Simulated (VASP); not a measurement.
## Si: single point with PBE

The system is Si.

```xyz
8
Lattice="5.4310 0.0000 0.0000 0.0000 5.4310 0.0000 0.0000 0.0000 5.4310" Properties=species:S:1:pos:R:3 pbc="T T T"
Si    0.1000    0.0600    0.0300
Si    1.3578    1.3578    1.3578
Si    0.0000    2.7155    2.7155
Si    1.3578    4.0732    4.0732
Si    2.7155    0.0000    2.7155
Si    4.0732    1.3578    4.0732
Si    2.7155    2.7155    0.0000
Si    4.0732    4.0732    1.3578
```

* Program: VASP 6.6.1
* Task: single point
* Functional: PBE
* Potentials or basis: VASP PAW PBE potentials, release 64 (Si)
* Cutoff: 500 eV
* k mesh: 1 × 1 × 1, shifted
* Occupations: gaussian, width 0.01 eV
* Spin: no spin polarisation

- Pressure: 8.8 GPa
- Largest force: 1.904 eV/Å
- Band gap on the k mesh: 2.46 eV

Forces on the atoms (eV/Å):
```
Si  -1.508 -0.975 -0.632
Si   0.674  0.580  0.512
Si  -0.351  0.024  0.005
Si   0.279  0.162  0.083
Si   0.043 -0.211  0.005
Si   0.382  0.073  0.189
Si   0.043  0.023 -0.104
Si   0.438  0.325 -0.059
```

Stress tensor (GPa, compression positive):
```
8.74 0.49 0.75
0.49 8.83 1.17
0.75 1.17 8.86
```

Levels at points of the mesh, in eV from the valence-band top:
```
           k point  band 13  band 14  band 15  band 16  band 17  band 18  band 19  band 20
(0.50, 0.50, 0.50)    -0.21    -0.19    -0.11     0.00     2.46     2.48     2.49     2.53
```

Run time: 7.4 s on 1 thread of AMD EPYC 9R45 96-Core Processor (Zen 5), on a shared host, peak memory 0.18 GiB.

Caveat: the k points lie up to 1.16 Å⁻¹ apart; forces of over 1 eV/Å act on the atoms, so gaps and moduli don't describe the material at rest. A k mesh can miss the band edges.
